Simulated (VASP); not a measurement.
KHAu2, 8 atoms in the cell. The structure is tetragonal, space group P4/mmm (No. 123). Conventional cell: a = 3.916 Å, b = 3.916 Å, c = 5.637 Å, α = 90.00°, β = 90.00°, γ = 90.00°. Within 4.5 Å of K (site symmetry 4/mmm) lie 8 Au at 3.43 Å and 4 K at 3.92 Å and 8 H at 3.95 Å. Within 2.6 Å of H (site symmetry 4/mmm) lie 4 Au at 1.96 Å. Au (site symmetry mmm) has 2 H at 1.96 Å within 2.6 Å. 

- Program: VASP 6.6.1
- Task: single point
- Functional: PBE
- Dispersion: D3(BJ)
- Potentials or basis: VASP PAW PBE potentials, release 64 (K_sv, H, Au)
- Cutoff: 520 eV
- k mesh: 4 × 4 × 4
- Occupations: fermi-dirac, width 0.1 eV
- Spin: no spin polarisation
- Dipole correction: no
- Further INCAR settings: ALGO = Normal; EDIFF = 1e-07; NBANDS = 42

Potentials or basis: VASP PAW PBE potentials, release 64 (K_sv, H, Au).

The run is started by

```console
$ cat potpaw_PBE.64/K_sv/POTCAR potpaw_PBE.64/H/POTCAR potpaw_PBE.64/Au/POTCAR > POTCAR
$ mpirun -np 1 vasp_std > vasp.out
```

Hardware: 1 thread of Intel(R) Xeon(R) Platinum 8259CL CPU @ 2.50GHz (Skylake/Cascade Lake) (shared host).

Q: Estimate the wall time of this run.

A: Run time: 3.8 min on 1 thread of Intel(R) Xeon(R) Platinum 8259CL CPU @ 2.50GHz (Skylake/Cascade Lake) (shared host), peak memory 0.41 GiB. Counts: scf iterations 15, k points 13.
